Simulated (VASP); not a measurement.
Here is a VASP 6.6.1 calculation.

Contents of POSCAR:

```
Te
1.0
    4.4540000000      0.0000000000      0.0000000000
   -2.2270000000      3.8572771485      0.0000000000
    0.0000000000      0.0000000000      5.9240000000
Te
3
Direct
    0.7310000000      0.7310000000      0.0000000000
    0.0000000000      0.2690000000      0.6666666667
    0.2690000000      0.0000000000      0.3333333333
```

Contents of INCAR.step1:

```
SYSTEM = Te
PREC = Accurate
ENCUT = 520
EDIFF = 1E-5
ISMEAR = -1
SIGMA = 0.05
LREAL = .False.
LASPH = .True.
NELM = 100
ALGO = Normal
ISIF = 2
LWAVE = .True.
GGA = PE
NBANDS = 16
```

Contents of INCAR.step2:

```
SYSTEM = Te
PREC = Accurate
ENCUT = 520
EDIFF = 1E-7
ISMEAR = -1
SIGMA = 0.05
LREAL = .False.
LASPH = .True.
NELM = 100
ALGO = Normal
ISIF = 2
LWAVE = .False.
LCHARG = .True.
GGA = PE
LHFCALC = .True.
AEXX = 0.25
HFSCREEN = 0.3
PRECFOCK = Normal
LELF = .True.
LVHAR = .True.
ISTART = 1
NBANDS = 16
```

The input KPOINTS:

```
Automatic mesh
0
Gamma
  4 4 3
  0 0 0
```

Potentials or basis: VASP PAW PBE potentials, release 64 (Te).

Command:

```bash
$ cat potpaw_PBE.64/Te/POTCAR > POTCAR
$ cp INCAR.step1 INCAR
$ mpirun -np 1 vasp_std > vasp.out
$ cp INCAR.step2 INCAR
$ mpirun -np 1 vasp_std > vasp.out
```

**Question.** What does it give for the largest force?

**Answer.** 0.248 eV/Å.

**Question.** Estimate the pressure.

**Answer.** -0.4 GPa.

**Question.** Predict the band gap on the k mesh.

**Answer.** 1.13 eV (least direct gap 1.34 eV).

Forces in eV/Å, atoms in the order of the input:
```
Te   0.124  0.215  0.000
Te   0.124 -0.215  0.000
Te  -0.248  0.000  0.000
```

Caveat: the PAW data sets were made with another functional, which shifts forces and pressure a little; spin-orbit coupling is left out, which moves the levels of the heavy elements. A k mesh can miss the band edges.
